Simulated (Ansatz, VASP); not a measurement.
# Two plane-wave programs on Ag5Cl

```
CELL_PARAMETERS angstrom
5.59406 0.00000 0.00000
-2.79703 4.84460 0.00000
0.00000 0.00000 4.70774
ATOMIC_POSITIONS crystal
Ag 0.50000 0.00000 0.50000
Ag 0.50000 0.50000 0.50000
Ag 0.00000 0.50000 0.50000
Ag 0.33333 0.66667 0.00000
Ag 0.66667 0.33333 0.00000
Cl 0.00000 0.00000 0.00000
```

Change from the starting cell: species swapped into the DyCo5 type (P6/mmm, No. 191).

Alike in both runs: functional PBE; k mesh 12 × 12 × 8; occupations gaussian, width 0.1 eV; no spin polarisation.

Ansatz relaxed the structure, and its values are those at the end. VASP's run is a single point on that final structure, the one shown.

```csv
,VASP,Ansatz
version,VASP 6.6.1,Ansatz 0.2.0
potentials or method,"VASP PAW PBE potentials, release 64 (Ag, Cl), cutoff 520 eV","scalar-relativistic, plane waves, PAW"
valence electrons in the cell,62,102
```

Ansatz gave:

```
gap on the k mesh at the Fermi level (eV) : none
pressure (GPa)                            : 0.0
```

Problem. Estimate VASP's values.

Solution. gap on the k mesh at the Fermi level (eV): none; pressure (GPa): -0.1.

A gap of «none» marks a metal or a gap that the smearing closes. VASP's potentials hold 62 valence electrons a cell and Ansatz's 102, so a difference there can come from the potentials and not from the codes.
